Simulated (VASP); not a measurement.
# Ru (P6_3/mmc) in VASP: a series of runs, part 2 of 2

VASP 6.6.1. The steps go on from the part before.

## Step 3: Relaxation of cell and atoms, PBEsol, target pressure 5 GPa, at which the enthalpy is minimised

Contents of INCAR:

```
ALGO = Normal
EDIFF = 1E-7
EDIFFG = -0.01
ENCUT = 600
GGA = PS
IBRION = 2
ISIF = 3
ISMEAR = -1
LASPH = T
LCHARG = F
LREAL = F
LWAVE = F
NELM = 80
NSW = 80
PREC = Accurate
PSTRESS = 50.0
SIGMA = 0.05
```

Contents of KPOINTS:

```
k-points
0
Gamma
  11 11 6
```

Contents of POSCAR:

```
Ru
1.0
    2.7058000000      0.0000000000      0.0000000000
   -1.3529000000      2.3432915376      0.0000000000
    0.0000000000      0.0000000000      4.2819000000
Ru
2
Direct
    0.6666666667      0.3333333333      0.7500000000
    0.3333333333      0.6666666667      0.2500000000
```

Potentials or basis: VASP PAW PBE potentials, release 64 (Ru_pv).

Run with:

```
> cat potpaw_PBE.64/Ru_pv/POTCAR > POTCAR
> mpirun -np 1 vasp_std > vasp.out
```

OUTCAR:

```text
EDIFF = 1E-7
   EDIFFG = -0.01
   ENCUT = 600
   GGA = PS
   IBRION = 2
   ISIF = 3
   ISMEAR = -1
   LASPH = T
   LREAL = F
   NELM = 80
   NSW = 80
   PREC = Accurate
   PSTRESS = 50.0

 ion  position               nearest neighbor table
   1  0.667  0.333  0.750-   2 2.65   2 2.65   2 2.65   2 2.65   2 2.65   2 2.65
   2  0.333  0.667  0.250-   1 2.65   1 2.65   1 2.65   1 2.65   1 2.65   1 2.65

  LATTYP: Found a hexagonal cell.
 ALAT       =     2.7058000000
 C/A-ratio  =     1.5824894671

  Lattice vectors:

 A1 = (   2.7058000000,   0.0000000000,   0.0000000000)
 A2 = (  -1.3529000000,   2.3432915376,   0.0000000000)
 A3 = (   0.0000000000,   0.0000000000,   4.2819000000)

Analysis of symmetry for initial positions (statically):
=====================================================================
 Subroutine PRICEL returns:
 Original cell was already a primitive cell.

 Routine SETGRP: Setting up the symmetry group for a
 hexagonal supercell.

 Subroutine GETGRP returns: Found 24 space group operations
 (whereof 12 operations were pure point group operations)
[... 165 lines left out ...]
  free energy    TOTEN  =       -20.32903459 eV

  energy without entropy =      -20.31220923  energy(sigma->0) =      -20.32062191

------------------------ aborting loop because EDIFF is reached ----------------------------------------

  FORCE on cell =-STRESS in cart. coord.  units (eV):
  Direction    XX          YY          ZZ          XY          YZ          ZX
  --------------------------------------------------------------------------------------
  -------------------------------------------------------------------------------------
  Total       -1.0421409     -1.0421409     -1.1283684      0.0000000      0.0000000     -0.0000000
  in kB      -61.5004751    -61.5004751    -66.5890720      0.0000000      0.0000000     -0.0000000
  external PRESSURE =    -113.1966740 kB  Pullay stress =      50.0000000 kB
[... 291 lines left out ...]
--------------------------------------- Ionic step        9  -------------------------------------------

 number of electron      27.9999993 magnetization

 Free energy of the ion-electron system (eV)
  ---------------------------------------------------
  ext. energy  EPLUGINS =         0.00000000
  ---------------------------------------------------
  free energy    TOTEN  =       -20.33364496 eV

  energy without entropy =      -20.31753314  energy(sigma->0) =      -20.32558905

 E-fermi :  13.2381     XC(G=0): -14.4856

 val. band max:       13.2253904133   @ k =   0.2727   0.0000   0.0000
 cond. band min:      13.2455843449   @ k =   0.3636   0.0000   0.3333
 fundamental gap:      0.0201939316
 Fermi energy:        13.2381182743

 k-point     1 :       0.0000    0.0000    0.0000
  band No.  band energies     occupation
      1     -30.4223      2.00000
      2     -29.3760      2.00000
      3     -29.3760      2.00000
      4     -29.1871      2.00000
      5     -29.1871      2.00000
      6     -29.1421      2.00000
[... 481 lines left out ...]
      5     -29.2904      2.00000
      6     -29.2535      2.00000
[... 10 lines left out ...]
     17      14.9125      0.00000
     18      19.1556      0.00000

 [... further k-points ...]
[... 5 lines left out ...]
  --------------------------------------------------------------------------------------
  -------------------------------------------------------------------------------------
  Total        0.8200695      0.8200695      0.8197560     -0.0000000      0.0000000     -0.0000000
  in kB       50.0079818     50.0079818     49.9888648     -0.0000000      0.0000000     -0.0000000
  external PRESSURE =       0.0016095 kB  Pullay stress =      50.0000000 kB
[... 21 lines left out ...]
  energy  without entropy=      -20.3175331404  energy(sigma->0) =      -20.32558905

  enthalpy is  TOTEN    =       -19.5137063702 eV   P V=        0.8199385938

 reached required accuracy - stopping structural energy minimisation
```

OSZICAR:

```text
N       E                     dE             d eps       ncg     rms          rms(c)
DAV:   1     0.305869682348E+03    0.30587E+03   -0.19434E+04  2304   0.192E+03
DAV:   2    -0.144173981665E+02   -0.32029E+03   -0.31465E+03  2458   0.524E+02
DAV:   3    -0.218642909393E+02   -0.74469E+01   -0.72112E+01  2462   0.840E+01
[... 81 lines left out ...]
DAV:   2    -0.203336552233E+02    0.99623E-04   -0.23857E-04  2324   0.161E-01    0.203E-02
DAV:   3    -0.203336458671E+02    0.93562E-05   -0.26075E-05  2464   0.425E-02    0.842E-03
DAV:   4    -0.203336451236E+02    0.74349E-06   -0.29749E-06  3268   0.132E-02    0.278E-03
DAV:   5    -0.203336449925E+02    0.13109E-06   -0.23770E-07  1918   0.488E-03    0.108E-03
DAV:   6    -0.203336449640E+02    0.28505E-07   -0.76870E-08  1162   0.291E-03
   9 F= -.19513706E+02 E0= -.19505650E+02  d E =-.484761E-05
```

CONTCAR:

```text
Ru
   1.00000000000000
     2.6759862899571618   -0.0000000000000000    0.0000000000000000
    -1.3379931449785809    2.3174721073220237    0.0000000000000000
     0.0000000000000000    0.0000000000000000    4.2366589712500851
  Ru
     2
Direct
     0.6666666667000030    0.3333333332999970    0.7500000000000000
     0.3333333332999970    0.6666666667000030    0.2500000000000000

  0.00000000E+00  0.00000000E+00  0.00000000E+00
  0.00000000E+00  0.00000000E+00  0.00000000E+00
```

Wall time 2 min (1 thread of AMD EPYC 9R45 (Zen 5), shared host); peak memory 0.15 GiB.

What came out:

| Property | Result |
| --- | --- |
| Free energy | -20.3336 eV |
| Relaxed volume | 13.14 Å³/atom |
| Relaxed cell | a = 2.676 Å, b = 2.676 Å, c = 4.237 Å, α = 90.00°, β = 90.00°, γ = 120.00° |
| Space group after relaxing (to 0.05 Å) | P6_3/mmc (No. 194) |
| Energy change on relaxing (the enthalpy is what falls) | -2.3 meV/atom |
| Ionic steps | 9 |
| Pressure after relaxing | 5.0 GPa |
| Band gap on the k mesh | zero (band 14 reaches 14.90 eV, above the bottom of band 15 at 11.66 eV) |

The path:
| step | energy change (eV) | largest force (eV/Å) | pressure (GPa) | volume (Å³) |
| --- | --- | --- | --- | --- |
| 1 | 0.0000 | 0.0000 | -6.32 | 27.15 |
| 2 | 0.4851 | 0.0000 | 57.77 | 23.55 |
| 3 | -0.0058 | 0.0000 | 4.42 | 26.32 |
| 4 | -0.0048 | 0.0000 | 4.91 | 26.28 |
| 5 | -0.0043 | 0.0000 | 5.16 | 26.26 |
| 6 | -0.0056 | 0.0000 | 4.52 | 26.31 |
| 7 | -0.0048 | 0.0000 | 4.89 | 26.28 |
| 8 | -0.0043 | 0.0000 | 5.11 | 26.26 |
| 9 | -0.0046 | 0.0000 | 5.00 | 26.27 |

Final structure:
```
Ru
1.0
     2.67599    0.00000    0.00000
    -1.33799    2.31747    0.00000
     0.00000    0.00000    4.23666
Ru
2
Direct
  0.66667 0.33333 0.75000
  0.33333 0.66667 0.25000
```

Caveat: the cell is relaxed towards a set pressure, so the enthalpy falls and the energy may rise; the PAW data sets were made with another functional, which shifts forces and pressure a little.

## Step 4: Relaxation of cell and atoms, PBEsol, target pressure 10 GPa, at which the enthalpy is minimised

Contents of INCAR:

```
PREC     = Accurate       # precision mode
ENCUT    = 600            # plane-wave cutoff, eV
EDIFF    = 1E-6           # SCF threshold, eV
ISMEAR   = -1             # smearing method
SIGMA    = 0.05           # smearing width, eV
LREAL    = F              # projectors in reciprocal space
LASPH    = T              # aspherical terms in the spheres
NELM     = 80             # most SCF steps
ALGO     = Normal         # electronic algorithm
ISIF     = 3              # what is computed and relaxed
LWAVE    = F              # write WAVECAR
LCHARG   = F              # write CHGCAR
GGA      = PS             # functional
IBRION   = 2              # ionic algorithm
NSW      = 80             # ionic steps
EDIFFG   = -0.01          # ionic threshold
PSTRESS  = 100.0
```

Contents of KPOINTS:

```
Automatic mesh
0
Gamma
  11 11 6
```

POSCAR is that of step 3.

Run with:

```
> cat potpaw_PBE.64/Ru_pv/POTCAR > POTCAR
> mpirun -np 1 vasp_std > vasp.out
```

Run time: 82 s. Hardware: 1 thread of AMD EPYC 9R45 (Zen 5), shared host; peak memory 0.15 GiB.

Results (log left out):

```yaml
Free_energy: -20.3174 eV
Relaxed_volume: 12.96 Å³/atom
Relaxed_cell: a = 2.664 Å, b = 2.664 Å, c = 4.220 Å, α = 90.00°, β = 90.00°, γ = 120.00°
Space_group_after_relaxing_to_0.05_Å: P6_3/mmc (No. 194)
Energy_change_on_relaxing_the_enthalpy_is_what_falls: +5.8 meV/atom
Ionic_steps: 7
Pressure_after_relaxing: 10.1 GPa
Band_gap_on_the_k_mesh: zero (band 14 reaches 15.19 eV, above the bottom of band 15 at 11.89 eV)
```

Step by step:
```
step  energy change (eV)  largest force (eV/Å)  pressure (GPa)  volume (Å³)
   1              0.0000                0.0000           -6.28        27.15
   2              1.2096                0.0000          102.39        22.08
   3              0.0063                0.0000            8.73        26.02
   4              0.0101                0.0000            9.76        25.95
   5              0.0116                0.0000           10.10        25.93
   6              0.0118                0.0000           10.13        25.93
   7              0.0116                0.0000           10.10        25.93
```

Final structure:
```yaml
crystal:
  lattice:
    - [2.66359, 0.00000, 0.00000]
    - [-1.33180, 2.30674, 0.00000]
    - [0.00000, 0.00000, 4.21979]
  atoms:
    - { symbol: Ru, position: [0.66667, 0.33333, 0.75000] }
    - { symbol: Ru, position: [0.33333, 0.66667, 0.25000] }
```

Levels at points of the mesh, in eV from the Fermi level:
| k point | band 10 | band 11 | band 12 | band 13 | band 14 | band 15 | band 16 | band 17 | band 18 |
| --- | --- | --- | --- | --- | --- | --- | --- | --- | --- |
| (0.00, 0.00, 0.00) | -2.72 | -2.54 | -1.98 | -1.98 | -1.41 | -1.41 | 1.35 | 1.35 | 1.35 |
| (0.00, 0.00, 0.50) | -2.89 | -2.89 | -2.89 | -2.82 | -2.82 | 0.68 | 0.68 | 0.68 | 0.68 |

Caveat: the cell is relaxed towards a set pressure, so the enthalpy falls and the energy may rise; the PAW data sets were made with another functional, which shifts forces and pressure a little.

## Step 5: Relaxation of cell and atoms, PBEsol, target pressure 20 GPa, at which the enthalpy is minimised

Contents of INCAR:

```
SYSTEM = Ru
PREC = Accurate
ENCUT = 600
EDIFF = 1E-7
ISMEAR = -1
SIGMA = 0.05
LREAL = .False.
LASPH = .True.
NELM = 60
ALGO = Normal
ISIF = 3
LWAVE = .False.
LCHARG = .False.
GGA = PS
IBRION = 2
NSW = 80
EDIFFG = -0.01
PSTRESS = 200.0
```

Contents of KPOINTS:

```
Automatic mesh
0
Gamma
  11 11 6
  0 0 0
```

POSCAR is that of step 4.

Run with:

```
> cat potpaw_PBE.64/Ru_pv/POTCAR > POTCAR
> mpirun -np 1 vasp_std > vasp.out
```

Run time: 1.9 min. Hardware: 1 thread of AMD EPYC 9R45 (Zen 5), shared host; peak memory 0.15 GiB.

The run converged. Its results:

```yaml
Free_energy: -20.2608 eV
Relaxed_volume: 12.66 Å³/atom
Relaxed_cell: a = 2.642 Å, b = 2.642 Å, c = 4.190 Å, α = 90.00°, β = 90.00°, γ = 120.00°
Space_group_after_relaxing_to_0.05_Å: P6_3/mmc (No. 194)
Energy_change_on_relaxing_the_enthalpy_is_what_falls: +34.1 meV/atom
Ionic_steps: 7
Pressure_after_relaxing: 20.0 GPa
Band_gap_on_the_k_mesh: zero (band 14 reaches 15.71 eV, above the bottom of band 15 at 12.29 eV)
```

The path:
```tsv
step	energy change (eV)	largest force (eV/Å)	pressure (GPa)	volume (Å³)
1	0.0000	0.0000	-6.32	27.15
2	4.0524	0.0000	238.87	19.30
3	0.0433	0.0000	16.28	25.54
4	0.0597	0.0000	18.82	25.39
5	0.0680	0.0000	20.00	25.32
6	0.0686	0.0000	20.02	25.32
7	0.0682	0.0000	20.01	25.32
```

Final structure:
```
CELL_PARAMETERS angstrom
2.64167 0.00000 0.00000
-1.32084 2.28776 0.00000
0.00000 0.00000 4.18974
ATOMIC_POSITIONS crystal
Ru 0.66667 0.33333 0.75000
Ru 0.33333 0.66667 0.25000
```

Levels at points of the mesh, in eV from the Fermi level:
```tsv
k point	band 10	band 11	band 12	band 13	band 14	band 15	band 16	band 17	band 18
(0.00, 0.00, 0.00)	-2.82	-2.65	-2.06	-2.06	-1.45	-1.45	1.38	1.40	1.40
(0.00, 0.00, 0.50)	-2.99	-2.99	-2.99	-2.91	-2.91	0.70	0.70	0.70	0.70
```

Caveat: the cell is relaxed towards a set pressure, so the enthalpy falls and the energy may rise; the PAW data sets were made with another functional, which shifts forces and pressure a little.

## Step 6: Overview

```tsv
task	level	cell	cutoff (eV)	smearing	gap on the mesh (eV)	pressure (GPa)
single point	r2SCAN	as given	520	tetrahedron	none	-0.6
relaxation of cell and atoms	PBEsol	relaxed to 5 GPa	600	fermi-dirac 0.05 eV	none	5.0
relaxation of cell and atoms	PBEsol	relaxed to 10 GPa	600	fermi-dirac 0.05 eV	none	10.1
relaxation of cell and atoms	PBEsol	relaxed to 20 GPa	600	fermi-dirac 0.05 eV	none	20.0
```

Alike in all rows: potentials or basis VASP PAW PBE potentials, release 64 (Ru_pv); no spin polarisation; k mesh 11 × 11 × 6.

Caveats: the PAW data sets were made with another functional, which shifts forces and pressure a little; the cell is relaxed towards a set pressure, so the enthalpy falls and the energy may rise (some runs).

Absolute energies hang on the potentials; compare differences alone.
